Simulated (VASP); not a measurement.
# Ca (Pm-3n) in VASP: single point with PBEsol

Aim: the single point of Ca with PBEsol.

All numbers are computed with VASP 6.6.1; they aren't measurements. Logs are shortened: lines on timing, memory, paths and dates and some standing lists are left out, and cuts for length are marked.

## (1) The cell of the first run

The structure is cubic, space group Pm-3n (No. 223). The conventional cell has a = 6.884 Å, b = 6.884 Å, c = 6.884 Å, α = 90.00°, β = 90.00°, γ = 90.00°. Ca (site symmetry m-3) has 12 Ca at 3.85 Å within 5.1 Å. Ca (site symmetry -4m2) has 14 Ca at 3.44 to 4.22 Å within 4.5 Å.

## (2) Single point, PBEsol

INCAR reads:

```
PREC = Accurate ; ENCUT = 520
EDIFF = 1E-7 ; ISMEAR = -1
SIGMA = 0.1 ; LREAL = F
LASPH = T ; NELM = 80
ALGO = Normal ; ISIF = 2
LWAVE = F ; LCHARG = F
GGA = PS ; NBANDS = 50
```

KPOINTS reads:

```
regular mesh
0
Gamma
  5 5 5
```

POSCAR reads:

```
Ca
1.0
    6.8838646840      0.0000000000      0.0000000000
    0.0000000000      6.8838646840      0.0000000000
    0.0000000000      0.0000000000      6.8838646840
Ca
8
Direct
    1.0000000000      1.0000000000      0.0000000000
    0.5000000000      0.5000000000      0.5000000000
    0.2500000000      0.0000000000      0.5000000000
    0.7500000000      1.0000000000      0.5000000000
    0.5000000000      0.2500000000      0.0000000000
    0.5000000000      0.7500000000      0.0000000000
    0.0000000000      0.5000000000      0.2500000000
    0.0000000000      0.5000000000      0.7500000000
```

Potentials or basis: VASP PAW PBE potentials, release 64 (Ca_sv).

Launch:

```sh
cat potpaw_PBE.64/Ca_sv/POTCAR > POTCAR
mpirun -np 1 vasp_std > vasp.out
```

OUTCAR:

```text
PREC = Accurate
   ENCUT = 520
   EDIFF = 1E-7
   ISMEAR = -1
   LREAL = F
   LASPH = T
   NELM = 80
   ISIF = 2
   GGA = PS

 ion  position               nearest neighbor table
   1  0.000  0.000  0.000-
   2  0.500  0.500  0.500-
   3  0.250  0.000  0.500-
   4  0.750  0.000  0.500-
   5  0.500  0.250  0.000-
   6  0.500  0.750  0.000-
   7  0.000  0.500  0.250-
   8  0.000  0.500  0.750-

  LATTYP: Found a simple cubic cell.
 ALAT       =     6.8838646840

  Lattice vectors:

 A1 = (   6.8838646840,   0.0000000000,   0.0000000000)
 A2 = (   0.0000000000,   6.8838646840,   0.0000000000)
 A3 = (   0.0000000000,   0.0000000000,   6.8838646840)

Analysis of symmetry for initial positions (statically):
=====================================================================
 Subroutine PRICEL returns:
 Original cell was already a primitive cell.

 Routine SETGRP: Setting up the symmetry group for a
 simple cubic supercell.

 Subroutine GETGRP returns: Found 48 space group operations
 (whereof 24 operations were pure point group operations)
 out of a pool of 48 trial point group operations.

The static configuration has the point symmetry T_h .
 The point group associated with its full space group is O_h .

Analysis of symmetry for dynamics (positions and initial velocities):
=====================================================================
 Subroutine PRICEL returns:
 Original cell was already a primitive cell.

 Routine SETGRP: Setting up the symmetry group for a
 simple cubic supercell.

 Subroutine GETGRP returns: Found 48 space group operations
 (whereof 24 operations were pure point group operations)
 out of a pool of 48 trial point group operations.

The dynamic configuration has the point symmetry T_h .
 The point group associated with its full space group is O_h .

 Subroutine INISYM returns: Found 48 space group operations
 (whereof 24 operations are pure point group operations),
 and found     1 'primitive' translations

----------------------------------------------------------------------------------------

                                     Primitive cell

  volume of cell :     326.2098

  direct lattice vectors                    reciprocal lattice vectors
     6.883864684  0.000000000  0.000000000     0.145267237  0.000000000  0.000000000
     0.000000000  6.883864684  0.000000000     0.000000000  0.145267237  0.000000000
     0.000000000  0.000000000  6.883864684     0.000000000  0.000000000  0.145267237

  length of vectors
     6.883864684  6.883864684  6.883864684     0.145267237  0.145267237  0.145267237

  position of ions in fractional coordinates (direct lattice)
     0.000000000  0.000000000  0.000000000
     0.500000000  0.500000000  0.500000000
     0.250000000  0.000000000  0.500000000
     0.750000000  0.000000000  0.500000000
     0.500000000  0.250000000  0.000000000
     0.500000000  0.750000000  0.000000000
     0.000000000  0.500000000  0.250000000
     0.000000000  0.500000000  0.750000000

  ion indices of the primitive-cell ions
   primitive index   ion index
                 1           1
                 2           2
                 3           3
                 4           4
                 5           5
                 6           6
                 7           7
                 8           8

----------------------------------------------------------------------------------------

 KPOINTS: regular mesh

Automatic generation of k-mesh.
 Grid dimensions read from file:
 generate k-points for:    5    5    5

 Generating k-lattice:

  Cartesian coordinates                     Fractional coordinates (reciprocal lattice)
     0.029053447  0.000000000  0.000000000     0.200000000  0.000000000  0.000000000
     0.000000000  0.029053447  0.000000000     0.000000000  0.200000000  0.000000000
     0.000000000  0.000000000  0.029053447     0.000000000  0.000000000  0.200000000

  Length of vectors
     0.029053447  0.029053447  0.029053447

  Shift w.r.t. Gamma in fractional coordinates (k-lattice)
     0.000000000  0.000000000  0.000000000

 Subroutine IBZKPT returns following result:
 ===========================================

 Found     10 irreducible k-points:

 Following reciprocal coordinates:
            Coordinates               Weight
  0.000000  0.000000  0.000000      1.000000
  0.200000  0.000000  0.000000      6.000000
  0.400000  0.000000  0.000000      6.000000
  0.200000  0.200000  0.000000     12.000000
  0.400000  0.200000  0.000000     24.000000
  0.400000  0.400000  0.000000     12.000000
  0.200000  0.200000  0.200000      8.000000
  0.400000  0.200000  0.200000     24.000000
  0.400000  0.400000  0.200000     24.000000
  0.400000  0.400000  0.400000      8.000000
   k-points           NKPTS =     10   k-points in BZ     NKDIM =     10   number of bands    NBANDS=     50
   number of dos      NEDOS =    301   number of ions     NIONS =      8
   total plane-waves  NPLWV = 157464
   dimension x,y,z NGX =    54 NGY =   54 NGZ =   54
   dimension x,y,z NGXF=   108 NGYF=  108 NGZF=  108
   ions per type =               8
   NGX,Y,Z   is equivalent  to a cutoff of  13.04, 13.04, 13.04 a.u.
   NGXF,Y,Z  is equivalent  to a cutoff of  26.08, 26.08, 26.08 a.u.
 SYSTEM =  unknown system
   PREC   = accura    normal or accurate (medium, high low for compatibility)
   ISTART =      0    job   : 0-new  1-cont  2-samecut
   ICHARG =      2    charge: 1-file 2-atom 10-const
   ISPIN  =      1    spin polarized calculation?
   LNONCOLLINEAR =      F non collinear calculations
   LSORBIT =      F    spin-orbit coupling
   LASPH  =      T    aspherical Exc in radial PAW
   ENCUT  =  520.0 eV  38.22 Ry    6.18 a.u.  12.80 12.80 12.80*2*pi/ulx,y,z
   NELM   =     80;   NELMIN=  2; NELMDL= -5     # of ELM steps
   EDIFF  = 0.1E-06   stopping-criterion for ELM
   LREAL  =      F    real-space projection
   EDIFFG = 0.1E-05   stopping-criterion for IOM
   NSW    =      0    number of steps for IOM
   IBRION =     -1    ionic relax: 0-MD 1-quasi-New 2-CG
   NFREE  =      0    steps in history (QN), initial steepest desc. (CG)
   ISIF   =      2    stress and relaxation
   ISYM   =      2    0-nonsym 1-usesym 2-fastsym
   POTIM  = 0.5000    time-step for ionic-motion
   TEBEG  =    0.0;   TEEND  =   0.0 temperature during run
   PSTRESS=    0.0 pullay stress
   NELECT =      80.0000    total number of electrons
   NUPDOWN=      -1.0000    fix difference up-down
   EMIN   =  10.00;   EMAX   =-10.00  energy-range for DOS
   EFERMI =   0.00;   METHOD = LEGACY
   ISMEAR =    -1;   SIGMA  =   0.10  broadening in eV -4-tet -1-fermi 0-gaus
   EFERMI_NEDOS =   21; number of points for ismear=-14 and -15
   IALGO  =     38    algorithm
   IMIX   =      4    mixing-type and parameters
     AMIX     =   0.40;   BMIX     =  1.00
     AMIX_MAG =   1.60;   BMIX_MAG =  1.00
  volume/ion in A,a.u.               =      40.78       275.17
  Fermi-wavevector in a.u.,A,eV,Ry     =   1.024721  1.936443 14.286853  1.050054
  Thomas-Fermi vector in A             =   2.158524
   LORBIT       =      0    0 simple, 1 ext, 2 COOP (PROOUT), +10 PAW based schemes
   GGA     = PS    functional components
   LHFCALC =     F    Hartree Fock is set to
   AEXX    =    0.0000 exact exchange contribution
   IVDW    =     0    specifies the selected vdW correction
   LEPSILON=     F    determine dielectric tensor
   LRPA    =     F    only Hartree local field effects (RPA)
 non-spin polarized calculation
  energy-cutoff  :      520.00
  volume of cell :      326.21
 maximum number of plane-waves:      8796
 NGX is ok and might be reduce to    54
   NGX = 25   NGY = 25   NGZ = 25

 number of electron      79.9999999 magnetization

 Free energy of the ion-electron system (eV)
  ---------------------------------------------------
  ext. energy  EPLUGINS =         0.00000000
  ---------------------------------------------------
  free energy    TOTEN  =       -16.89377255 eV

  energy without entropy =      -16.61621184  energy(sigma->0) =      -16.75499220

 E-fermi :   2.0436     XC(G=0):  -7.9145

 val. band max:        2.0398456206   @ k =   0.2000   0.2000   0.0000
 cond. band min:       2.0451392591   @ k =   0.2000   0.2000   0.0000
 fundamental gap:      0.0052936384
 Fermi energy:         2.0435871940

 k-point     1 :       0.0000    0.0000    0.0000
  band No.  band energies     occupation
      1     -39.7382      2.00000
      2     -39.7262      2.00000
      3     -39.7250      2.00000
      4     -39.7250      2.00000
      5     -39.7179      2.00000
      6     -39.7029      2.00000
[... 42 lines left out ...]
     49       2.8094      0.00094
     50       2.8095      0.00094

 k-point     2 :       0.2000    0.0000    0.0000
  band No.  band energies     occupation
      1     -39.7368      2.00000
      2     -39.7268      2.00000
      3     -39.7249      2.00000
      4     -39.7236      2.00000
      5     -39.7181      2.00000
      6     -39.7050      2.00000
[... 42 lines left out ...]
     49       2.8875      0.00043
     50       2.8880      0.00043

 k-point     3 :       0.4000    0.0000    0.0000
  band No.  band energies     occupation
      1     -39.7334      2.00000
      2     -39.7296      2.00000
      3     -39.7235      2.00000
      4     -39.7222      2.00000
      5     -39.7162      2.00000
      6     -39.7104      2.00000
[... 42 lines left out ...]
     49       3.0066      0.00013
     50       3.1153      0.00004

 k-point     4 :       0.2000    0.2000    0.0000
  band No.  band energies     occupation
      1     -39.7354      2.00000
      2     -39.7266      2.00000
      3     -39.7248      2.00000
      4     -39.7228      2.00000
      5     -39.7184      2.00000
      6     -39.7053      2.00000
[... 257 lines left out ...]
 k-point     9 :       0.4000    0.4000    0.2000
  band No.  band energies     occupation
      1     -39.7286      2.00000
      2     -39.7270      2.00000
      3     -39.7236      2.00000
      4     -39.7179      2.00000
      5     -39.7173      2.00000
      6     -39.7114      2.00000
[... 42 lines left out ...]
     49       3.2013      0.00002
     50       3.3732      0.00000

 k-point    10 :       0.4000    0.4000    0.4000
  band No.  band energies     occupation
      1     -39.7270      2.00000
      2     -39.7264      2.00000
      3     -39.7183      2.00000
      4     -39.7182      2.00000
      5     -39.7182      2.00000
      6     -39.7113      2.00000
[... 42 lines left out ...]
     49       3.3340      0.00000
     50       3.3558      0.00000

------------------------ aborting loop because EDIFF is reached ----------------------------------------

  FORCE on cell =-STRESS in cart. coord.  units (eV):
  Direction    XX          YY          ZZ          XY          YZ          ZX
  --------------------------------------------------------------------------------------
  -------------------------------------------------------------------------------------
  Total        0.1309201      0.1309201      0.1309201      0.0000000      0.0000000     -0.0000000
  in kB        0.6430134      0.6430134      0.6430134      0.0000000      0.0000000     -0.0000000
  external PRESSURE =       0.6430134 kB  Pullay stress =       0.0000000 kB

 VOLUME and BASIS-vectors are now :
 -----------------------------------------------------------------------------
  energy-cutoff  :      520.00
  volume of cell :      326.21
      direct lattice vectors                 reciprocal lattice vectors
     6.883864684  0.000000000  0.000000000     0.145267237  0.000000000  0.000000000
     0.000000000  6.883864684  0.000000000     0.000000000  0.145267237  0.000000000
     0.000000000  0.000000000  6.883864684     0.000000000  0.000000000  0.145267237

 POSITION                                       TOTAL-FORCE (eV/Angst)
 -----------------------------------------------------------------------------------
      0.00000      0.00000      0.00000        -0.000000      0.000000     -0.000000
      3.44193      3.44193      3.44193        -0.000000      0.000000     -0.000000
      1.72097      0.00000      3.44193         0.000000     -0.000000     -0.000000
      5.16290      0.00000      3.44193        -0.000000      0.000000      0.000000
      3.44193      1.72097      0.00000        -0.000000      0.000000     -0.000000
      3.44193      5.16290      0.00000        -0.000000     -0.000000      0.000000
      0.00000      3.44193      1.72097         0.000000     -0.000000     -0.000000
      0.00000      3.44193      5.16290         0.000000     -0.000000      0.000000
 -----------------------------------------------------------------------------------
    total drift:                                0.000000      0.000000      0.000000

  FREE ENERGIE OF THE ION-ELECTRON SYSTEM (eV)
  ---------------------------------------------------
  free  energy   TOTEN  =       -16.8937725538 eV

  energy  without entropy=      -16.6162118394  energy(sigma->0) =      -16.75499220
```

Run time: 7.7 min. Hardware: 1 thread of Oxide Virtual Turin-like, shared host; peak memory 0.4 GiB.

What came out:

| Item | Value |
| --- | --- |
| Free energy | -16.8938 eV |
| Pressure | 0.1 GPa |
| Band gap on the k mesh | zero (band 40 reaches 2.45 eV, above the bottom of band 41 at 1.86 eV) |

Levels at points of the mesh, in eV from the Fermi level:
| k point | band 37 | band 38 | band 39 | band 40 | band 41 | band 42 | band 43 | band 44 |
| --- | --- | --- | --- | --- | --- | --- | --- | --- |
| (0.00, 0.00, 0.00) | -0.78 | -0.78 | -0.78 | 0.41 | 0.41 | 0.41 | 0.44 | 0.44 |

Caveat: the PAW data sets were made with another functional, which shifts forces and pressure a little.
